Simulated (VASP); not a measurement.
La: single point with r2SCAN

The system is La.

```
La
1.0
     3.79222    0.00000    0.00000
    -1.89611    3.28416    0.00000
     0.00000    0.00000    5.99414
La
2
Direct
  0.33333 0.66667 0.75000
  0.66667 0.33333 0.25000
```

```
Program             : VASP 6.6.1
Task                : single point
Functional          : r2SCAN
Potentials or basis : VASP PAW PBE potentials, release 64 (La)
Cutoff              : 520 eV
k mesh              : 14 × 14 × 8
Occupations         : gaussian, width 0.05 eV
Spin                : no spin polarisation
```

```yaml
Pressure: 0.5 GPa
Band_gap_on_the_k_mesh: zero (band 11 reaches 9.28 eV, above the bottom of band 12 at 7.52 eV)
```

Levels at points of the mesh, in eV from the Fermi level:
| k point | band 7 | band 8 | band 9 | band 10 | band 11 | band 12 | band 13 | band 14 | band 15 | band 16 |
| --- | --- | --- | --- | --- | --- | --- | --- | --- | --- | --- |
| (0.00, 0.00, 0.00) | -16.60 | -16.52 | -3.31 | -1.84 | 1.37 | 1.42 | 1.42 | 1.81 | 1.90 | 1.90 |
| (0.50, 0.00, 0.00) | -16.91 | -16.75 | -1.69 | -1.19 | -1.15 | 1.20 | 1.27 | 1.57 | 1.77 | 2.15 |
| (0.00, 0.00, 0.50) | -16.71 | -16.71 | -1.89 | -1.89 | 0.68 | 0.68 | 1.46 | 1.46 | 1.46 | 1.46 |
| (0.50, 0.00, 0.50) | -16.90 | -16.90 | -1.72 | -1.72 | -0.30 | -0.30 | 1.81 | 1.81 | 2.00 | 2.00 |

Wall time 6.5 min on 1 thread of Intel(R) Xeon(R) 6975P-C (Granite Rapids), on a shared host, peak memory 0.31 GiB.

Caveat: the PAW data sets were made with another functional, which shifts forces and pressure a little; spin-orbit coupling is left out, which moves the levels of the heavy elements.
